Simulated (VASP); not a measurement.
Write the native input for VASP 6.6.1 that does the following.

| Property | Result |
| --- | --- |
| Task | single point |
| Functional | PBE |
| Potentials or basis | VASP PAW PBE potentials, release 64 (Br) |
| Cutoff | 500 eV |
| k mesh | 8 × 8 × 8 |
| Occupations | fermi-dirac, width 0.05 eV |
| Spin | no spin polarisation |
| Dipole correction | no |
| Further INCAR settings | ALGO = Normal; EDIFF = 1e-06; NBANDS = 10 |

The structure of Br lies in POSCAR:

```
Br
1.0
    1.8874140236      1.8874140236      1.8874140236
   -1.8874140236      1.8874140236      1.8874140236
   -1.8874140236     -1.8874140236      1.8874140236
Br
1
Direct
    0.0000000000      0.0000000000      0.0000000000
```

These files were run (other wordings do the same):

INCAR

```
PREC = Accurate
ENCUT = 500
EDIFF = 1E-6
ISMEAR = -1
SIGMA = 0.05
LREAL = F
LASPH = T
NELM = 120
ALGO = Normal
ISIF = 2
LWAVE = F
LCHARG = F
GGA = PE
NBANDS = 10
GGA_COMPAT = F
```

KPOINTS

```
Automatic mesh
0
Gamma
  8 8 8
```

Potentials or basis: VASP PAW PBE potentials, release 64 (Br).

Command:

```console
$ cat potpaw_PBE.64/Br/POTCAR > POTCAR
$ mpirun -np 1 vasp_std > vasp.out
```

Results of the run:

| Property | Result |
| --- | --- |
| Pressure | 0.0 GPa |
| Band gap on the k mesh | zero (an odd number of electrons rules out a gap without spin polarisation) |

Caveat: an odd number of electrons without spin polarisation forces a metal; a magnetic or distorted state may lie lower.

Wall time 3.3 s on 1 thread of Intel(R) Xeon(R) Platinum 8375C CPU @ 2.90GHz (Ice Lake), on a shared host, peak memory 0.13 GiB.
